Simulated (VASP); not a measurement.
# Au in VASP: further runs, part 3 of 3

VASP 6.6.1. The steps go on from the part before.

## Step 5: Single point, PBEsol (strain -0.030 along x and y, +0.000 along z)

Input file INCAR:

```
SYSTEM = Au
PREC = Accurate
ENCUT = 520
EDIFF = 1E-6
ISMEAR = 0
SIGMA = 0.15
LREAL = .False.
LASPH = .True.
NELM = 60
ALGO = Fast
ISIF = 2
LWAVE = .False.
LCHARG = .False.
GGA = PS
NBANDS = 12
```

Input file KPOINTS:

```
Automatic mesh
0
Gamma
  26 26 26
  0 0 0
```

Input file POSCAR:

```
Au
1.0
    0.0000000000      1.9806763535      2.0419343851
    1.9806763535      0.0000000000      2.0419343851
    1.9806763535      1.9806763535      0.0000000000
Au
1
Direct
    0.0000000000      0.0000000000      0.0000000000
```

Potentials or basis: VASP PAW PBE potentials, release 64 (Au).

Run with:

```
$ cat potpaw_PBE.64/Au/POTCAR > POTCAR
$ mpirun -np 1 vasp_std > vasp.out
```

OUTCAR:

```text
SYSTEM = Au
   PREC = Accurate
   ENCUT = 520
   EDIFF = 1E-6
   ISMEAR = 0
   LREAL = .False.
   LASPH = .True.
   NELM = 60
   ISIF = 2
   GGA = PS

 ion  position               nearest neighbor table
   1  0.000  0.000  0.000-

  LATTYP: Found a body centered tetragonal cell.
 ALAT       =     2.8010993618
 C/A-ratio  =     1.4579521262

  Lattice vectors:

 A1 = (  -1.9806763535,   0.0000000000,   2.0419343851)
 A2 = (   1.9806763535,   0.0000000000,   2.0419343851)
 A3 = (   0.0000000000,   1.9806763535,  -2.0419343851)

Analysis of symmetry for initial positions (statically):
=====================================================================
 Subroutine PRICEL returns:
 Original cell was already a primitive cell.

 Routine SETGRP: Setting up the symmetry group for a
 body centered tetragonal supercell.

 Subroutine GETGRP returns: Found 16 space group operations
 (whereof 16 operations were pure point group operations)
 out of a pool of 16 trial point group operations.

The static configuration has the point symmetry D_4h.

Analysis of symmetry for dynamics (positions and initial velocities):
=====================================================================
 Subroutine PRICEL returns:
 Original cell was already a primitive cell.

 Routine SETGRP: Setting up the symmetry group for a
 body centered tetragonal supercell.

 Subroutine GETGRP returns: Found 16 space group operations
 (whereof 16 operations were pure point group operations)
 out of a pool of 16 trial point group operations.

The dynamic configuration has the point symmetry D_4h.

 Subroutine INISYM returns: Found 16 space group operations
 (whereof 16 operations are pure point group operations),
 and found     1 'primitive' translations

----------------------------------------------------------------------------------------

                                     Primitive cell

  volume of cell :      16.0213

  direct lattice vectors                    reciprocal lattice vectors
     0.000000000  1.980676354  2.041934385    -0.252439021  0.252439021  0.244865851
     1.980676354  0.000000000  2.041934385     0.252439021 -0.252439021  0.244865851
     1.980676354  1.980676354  0.000000000     0.252439021  0.252439021 -0.244865851

  length of vectors
     2.844745129  2.844745129  2.801099362     0.432909002  0.432909002  0.432909002

  position of ions in fractional coordinates (direct lattice)
     0.000000000  0.000000000  0.000000000

  ion indices of the primitive-cell ions
   primitive index   ion index
                 1           1

----------------------------------------------------------------------------------------

 KPOINTS: Automatic mesh

Automatic generation of k-mesh.
 Grid dimensions read from file:
 generate k-points for:   26   26   26

 Generating k-lattice:

  Cartesian coordinates                     Fractional coordinates (reciprocal lattice)
    -0.009709193  0.009709193  0.009417917     0.038461538  0.000000000  0.000000000
     0.009709193 -0.009709193  0.009417917     0.000000000  0.038461538  0.000000000
     0.009709193  0.009709193 -0.009417917     0.000000000  0.000000000  0.038461538

  Length of vectors
     0.016650346  0.016650346  0.016650346

  Shift w.r.t. Gamma in fractional coordinates (k-lattice)
     0.000000000  0.000000000  0.000000000

 Subroutine IBZKPT returns following result:
 ===========================================

 Found   1330 irreducible k-points:

 Following reciprocal coordinates:
            Coordinates               Weight
  0.000000  0.000000  0.000000      1.000000
  0.038462 -0.000000  0.000000      8.000000
  0.076923 -0.000000  0.000000      8.000000
  0.115385 -0.000000  0.000000      8.000000
  0.153846 -0.000000  0.000000      8.000000
  0.192308  0.000000  0.000000      8.000000
[... 16 lines left out ...]
  0.346154  0.038462  0.000000      8.000000
  0.384615  0.038462  0.000000      8.000000
 [... further k-points ...]
   k-points           NKPTS =   1330   k-points in BZ     NKDIM =   1330   number of bands    NBANDS=     12
   number of dos      NEDOS =    301   number of ions     NIONS =      1
   total plane-waves  NPLWV =  13824
   dimension x,y,z NGX =    24 NGY =   24 NGZ =   24
   dimension x,y,z NGXF=    48 NGYF=   48 NGZF=   48
   ions per type =               1
   NGX,Y,Z   is equivalent  to a cutoff of  14.03, 14.03, 14.24 a.u.
   NGXF,Y,Z  is equivalent  to a cutoff of  28.05, 28.05, 28.49 a.u.
 SYSTEM =  Au
   PREC   = accura    normal or accurate (medium, high low for compatibility)
   ISTART =      0    job   : 0-new  1-cont  2-samecut
   ICHARG =      2    charge: 1-file 2-atom 10-const
   ISPIN  =      1    spin polarized calculation?
   LNONCOLLINEAR =      F non collinear calculations
   LSORBIT =      F    spin-orbit coupling
   LASPH  =      T    aspherical Exc in radial PAW
   ENCUT  =  520.0 eV  38.22 Ry    6.18 a.u.   5.29  5.29  5.21*2*pi/ulx,y,z
   NELM   =     60;   NELMIN=  2; NELMDL= -5     # of ELM steps
   EDIFF  = 0.1E-05   stopping-criterion for ELM
   LREAL  =      F    real-space projection
[... 7 lines left out ...]
   TEBEG  =    0.0;   TEEND  =   0.0 temperature during run
   PSTRESS=    0.0 pullay stress
   NELECT =      11.0000    total number of electrons
   NUPDOWN=      -1.0000    fix difference up-down
   EMIN   =  10.00;   EMAX   =-10.00  energy-range for DOS
   EFERMI =   0.00;   METHOD = LEGACY
   ISMEAR =     0;   SIGMA  =   0.15  broadening in eV -4-tet -1-fermi 0-gaus
   EFERMI_NEDOS =   21; number of points for ismear=-14 and -15
   IALGO  =     68    algorithm
   IMIX   =      4    mixing-type and parameters
     AMIX     =   0.40;   BMIX     =  1.00
     AMIX_MAG =   1.60;   BMIX_MAG =  1.00
  volume/ion in A,a.u.               =      16.02       108.12
  Fermi-wavevector in a.u.,A,eV,Ry     =   1.444240  2.729218 28.379440  2.085830
  Thomas-Fermi vector in A             =   2.562558
   LORBIT       =      0    0 simple, 1 ext, 2 COOP (PROOUT), +10 PAW based schemes
   GGA     = PS    functional components
   LHFCALC =     F    Hartree Fock is set to
   AEXX    =    0.0000 exact exchange contribution
   IVDW    =     0    specifies the selected vdW correction
   LEPSILON=     F    determine dielectric tensor
   LRPA    =     F    only Hartree local field effects (RPA)
 non-spin polarized calculation
 RMM-DIIS sequential band-by-band and
 Gauss-broadening in eV      SIGMA  =   0.15
  energy-cutoff  :      520.00
  volume of cell :       16.02
 maximum number of plane-waves:       452
 NGX is ok and might be reduce to    24
   NGX = 11   NGY = 11   NGZ = 11

 number of electron      11.0000001 magnetization

 Free energy of the ion-electron system (eV)
  ---------------------------------------------------
  ext. energy  EPLUGINS =         0.00000000
  ---------------------------------------------------
  free energy    TOTEN  =        -3.88955873 eV

  energy without entropy =       -3.88679282  energy(sigma->0) =       -3.88817578

 E-fermi :  10.3885     XC(G=0): -13.2529

 val. band max:       10.3575787594   @ k =   0.5000   0.1154   0.3077
 cond. band min:      10.3893090620   @ k =   0.5000   0.0385   0.1538
 fundamental gap:      0.0317303025
 Fermi energy:        10.3884632933

 k-point     1 :       0.0000    0.0000    0.0000
  band No.  band energies     occupation
      1      -0.2508      2.00000
      2       5.1169      2.00000
      3       5.4223      2.00000
      4       5.4223      2.00000
      5       6.8474      2.00000
      6       7.1860      2.00000
      7      24.7577      0.00000
      8      28.6940      0.00000
      9      29.2988      0.00000
     10      29.2988      0.00000
     11      34.1836      0.00000
     12      39.3358      0.00000
[... 331 lines left out ...]
 k-point    24 :       0.3846    0.0385    0.0000
  band No.  band energies     occupation
      1       2.4135      2.00000
      2       5.2266      2.00000
      3       5.5973      2.00000
      4       6.5766      2.00000
      5       8.0132      2.00000
      6       8.0241      2.00000
      7      17.1230      0.00000
      8      24.8165      0.00000
      9      28.7890      0.00000
     10      29.0288      0.00000
     11      34.5644      0.00000
     12      35.3195      0.00000

 [... further k-points ...]

------------------------ aborting loop because EDIFF is reached ----------------------------------------

  FORCE on cell =-STRESS in cart. coord.  units (eV):
  Direction    XX          YY          ZZ          XY          YZ          ZX
  --------------------------------------------------------------------------------------
  -------------------------------------------------------------------------------------
  Total        1.2752890      1.2752890      1.1367665      0.0000000     -0.0000000     -0.0000000
  in kB      127.5323521    127.5323521    113.6797323      0.0000000     -0.0000000     -0.0000000
  external PRESSURE =     122.9148122 kB  Pullay stress =       0.0000000 kB

 VOLUME and BASIS-vectors are now :
 -----------------------------------------------------------------------------
  energy-cutoff  :      520.00
  volume of cell :       16.02
      direct lattice vectors                 reciprocal lattice vectors
     0.000000000  1.980676354  2.041934385    -0.252439021  0.252439021  0.244865851
     1.980676354  0.000000000  2.041934385     0.252439021 -0.252439021  0.244865851
     1.980676354  1.980676354  0.000000000     0.252439021  0.252439021 -0.244865851

 POSITION                                       TOTAL-FORCE (eV/Angst)
 -----------------------------------------------------------------------------------
      0.00000      0.00000      0.00000         0.000000      0.000000      0.000000
 -----------------------------------------------------------------------------------
    total drift:                               -0.000000      0.000000      0.000000

  FREE ENERGIE OF THE ION-ELECTRON SYSTEM (eV)
  ---------------------------------------------------
  free  energy   TOTEN  =        -3.8895587350 eV

  energy  without entropy=       -3.8867928191  energy(sigma->0) =       -3.88817578
```

stdout:

```text
POSCAR found type information on POSCAR Au
 POSCAR found :  1 types and       1 ions
 scaLAPACK will be used
 -----------------------------------------------------------------------------
|                                                                             |
|                                                                             |
|     You enforced a specific xc type in the INCAR file but a different       |
|     I HOPE YOU KNOW WHAT YOU ARE DOING!                                     |
|                                                                             |
 -----------------------------------------------------------------------------

 LDA part: xc-table for (Slater+PW92), standard interpolation
 POSCAR, INCAR and KPOINTS ok, starting setup
 FFT: planning ... GRIDC
 FFT: planning ... GRID_SOFT
 FFT: planning ... GRID
 WAVECAR not read
 entering main loop
```

Wall time 5.4 min (1 thread of Intel Xeon 8259CL, shared host); peak memory 0.36 GiB.

What came out:

```
Free energy            : -3.8896 eV
Pressure               : 12.3 GPa
Band gap on the k mesh : zero (an odd number of electrons rules out a gap without spin polarisation)
```

Caveat: the cell differs from its parent crystal (strain -0.030 along x and y, +0.000 along z); the cell stands under pressure; the PAW data sets were made with another functional, which shifts forces and pressure a little; spin-orbit coupling is left out, which moves the levels of the heavy elements.

## Step 6: Single point, PBEsol (strain -0.015 along x and y, -0.030 along z)

Input file INCAR:

```
SYSTEM = Au
PREC     = Accurate       ! precision mode
ENCUT    = 520            ! plane-wave cutoff, eV
EDIFF    = 1E-6           ! SCF threshold, eV
ISMEAR   = 0              ! smearing method
SIGMA    = 0.15           ! smearing width, eV
LREAL    = .FALSE.        ! projectors in reciprocal space
LASPH    = .TRUE.         ! aspherical terms in the spheres
NELM     = 60             ! most SCF steps
ALGO     = Fast           ! electronic algorithm
ISIF     = 2              ! what is computed and relaxed
LWAVE    = .FALSE.        ! write WAVECAR
LCHARG   = .FALSE.        ! write CHGCAR
GGA      = PS             ! functional
NBANDS   = 12             ! bands
```

Input file KPOINTS:

```
Automatic mesh
0
G
  26 26 26
  0 0 0
```

Input file POSCAR:

```
Au
1.0
    0.0000000000      2.0113053693      1.9806763535
    2.0113053693      0.0000000000      1.9806763535
    2.0113053693      2.0113053693      0.0000000000
Au
1
Direct
    0.0000000000      0.0000000000      0.0000000000
```

Potentials or basis: VASP PAW PBE potentials, release 64 (Au).

Run with:

```
$ cat potpaw_PBE.64/Au/POTCAR > POTCAR
$ mpirun -np 1 vasp_std > vasp.out
```

Wall time 6 min (1 thread of Intel Xeon 8259CL, shared host); peak memory 0.36 GiB.

The run converged. Its results:

| Property | Result |
| --- | --- |
| Free energy | -3.8908 eV |
| Pressure | 12.2 GPa |
| Band gap on the k mesh | zero (an odd number of electrons rules out a gap without spin polarisation) |

Stress tensor (GPa, compression positive):
```
12.02  0.00  0.00
 0.00 12.02  0.00
 0.00  0.00 12.59
```

Levels at points of the mesh, in eV from the Fermi level:
| k point | band 4 | band 5 | band 6 | band 7 | band 8 | band 9 |
| --- | --- | --- | --- | --- | --- | --- |
| (0.00, 0.00, 0.00) | -4.96 | -3.44 | -3.27 | 14.37 | 18.61 | 18.61 |
| (0.50, 0.00, 0.00) | -2.05 | -1.98 | -1.35 | 3.37 | 13.81 | 17.35 |
| (0.50, 0.50, 0.00) | -1.65 | -1.65 | 0.93 | 6.48 | 9.91 | 9.91 |
| (0.50, 0.00, 0.50) | -1.72 | -1.60 | 0.66 | 6.11 | 10.16 | 10.22 |

Caveat: the cell differs from its parent crystal (strain -0.015 along x and y, -0.030 along z); the cell stands under pressure; the PAW data sets were made with another functional, which shifts forces and pressure a little; spin-orbit coupling is left out, which moves the levels of the heavy elements.

## Step 7: Overview

| cell | further INCAR settings | gap on the mesh (eV) | pressure (GPa) |
| --- | --- | --- | --- |
| a = 2.801 Å, angles 60.0°, 1 atom | ALGO = Fast; EDIFF = 1e-07; NBANDS = 12 | none | 20.2 |
| a = 2.974 Å, angles 60.0°, 1 atom | ALGO = Fast; EDIFF = 1e-06; NBANDS = 12 | none | -12.2 |
| a = 2.823, b = 2.823, c = 2.801 Å, angles 60.3, 60.3, 59.5°, 1 atom | ALGO = Fast; EDIFF = 1e-06; NBANDS = 12 | none | 16.1 |
| a = 2.845, b = 2.845, c = 2.801 Å, angles 60.5, 60.5, 59.0°, 1 atom | ALGO = Fast; EDIFF = 1e-06; NBANDS = 12 | none | 12.3 |
| a = 2.823, b = 2.823, c = 2.844 Å, angles 59.7, 59.7, 60.5°, 1 atom | ALGO = Fast; EDIFF = 1e-06; NBANDS = 12 | none | 12.2 |

Alike in all rows: task single point; level PBEsol; potentials or basis VASP PAW PBE potentials, release 64 (Au); no spin polarisation; k mesh 26 × 26 × 26; cutoff (eV) 520; smearing gaussian 0.15 eV.

Caveats: the PAW data sets were made with another functional, which shifts forces and pressure a little; spin-orbit coupling is left out, which moves the levels of the heavy elements; the cell stands under pressure (at least some runs); the cell stands under tension (at least some runs).

Absolute energies hang on the potentials; compare differences alone.
